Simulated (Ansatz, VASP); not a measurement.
**Two plane-wave programs on SrTiO3**

```
Sr Ti O
1.0
     3.99545    0.00000    0.00000
     0.00000    3.99545    0.00000
     0.00000    0.00000    4.05450
Sr Ti O
1 1 3
Direct
  0.00000 0.00000 0.00000
  0.50000 0.50000 0.50000
  0.00000 0.50000 0.50000
  0.50000 0.00000 0.50000
  0.50000 0.50000 0.00000
```

Change from the starting cell: strain +0.015 along x and y, +0.030 along z, atoms carried along.

Alike in both runs: task single point; functional PBE; k mesh 8 × 8 × 8; occupations gaussian, width 0.05 eV; no spin polarisation.

|  | VASP | Ansatz |
| --- | --- | --- |
| version | VASP 6.6.1 | Ansatz 0.2.0 |
| potentials or method | VASP PAW PBE potentials, release 64 (Sr_sv, Ti_sv, O), cutoff 520 eV | scalar-relativistic, plane waves, PAW |
| valence electrons in the cell | 40 | 40 |

Ansatz gave:

```
gap on the k mesh at the Fermi level (eV)                     : 1.70
least direct gap on the mesh (eV)                             : 2.10
pressure (GPa)                                                : -8.8
traceless stress, the component that is largest in VASP (GPa) : -1.53
```

Problem. Estimate VASP's values.

Solution. gap on the k mesh at the Fermi level (eV): 1.67; least direct gap on the mesh (eV): 2.08; pressure (GPa): -8.3; traceless stress, the component that is largest in VASP (GPa): -1.56.

The functional is the same, so the differences come from potentials, cutoffs and numerics.
